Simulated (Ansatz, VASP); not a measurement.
**Two plane-wave programs on BAs**

```
B As
1.0
    -1.70369    1.70369    5.93276
     1.70369   -1.70369    5.93276
     1.70369    1.70369   -5.93276
B As
2 2
Direct
  0.83473 0.83473 0.00000
  0.58473 0.08473 0.50000
  0.66527 0.66527 0.00000
  0.41527 0.91527 0.50000
```

Alike in both runs: functional PBE; k mesh 8 × 8 × 8; occupations gaussian, width 0.1 eV; no spin polarisation.

Ansatz relaxed the structure, and its values are those at the end. VASP's run is a single point on that final structure, the one shown.

|  | VASP | Ansatz |
| --- | --- | --- |
| version | VASP 6.6.1 | Ansatz 0.2.0 |
| potentials or method | VASP PAW PBE potentials, release 64 (B, As_d), cutoff 560 eV | scalar-relativistic, plane waves, PAW |
| valence electrons in the cell | 36 | 36 |

Ansatz gave:

| Property | Result |
| --- | --- |
| gap on the k mesh at the Fermi level (eV) | none |
| pressure (GPa) | 0.1 |
| rms of the force components (eV/Å) | 0.020 |

**Question.** Estimate VASP's values.

**Answer.** gap on the k mesh at the Fermi level (eV): none; pressure (GPa): -0.1; rms of the force components (eV/Å): 0.016.

A gap of «none» marks a metal or a gap that the smearing closes.
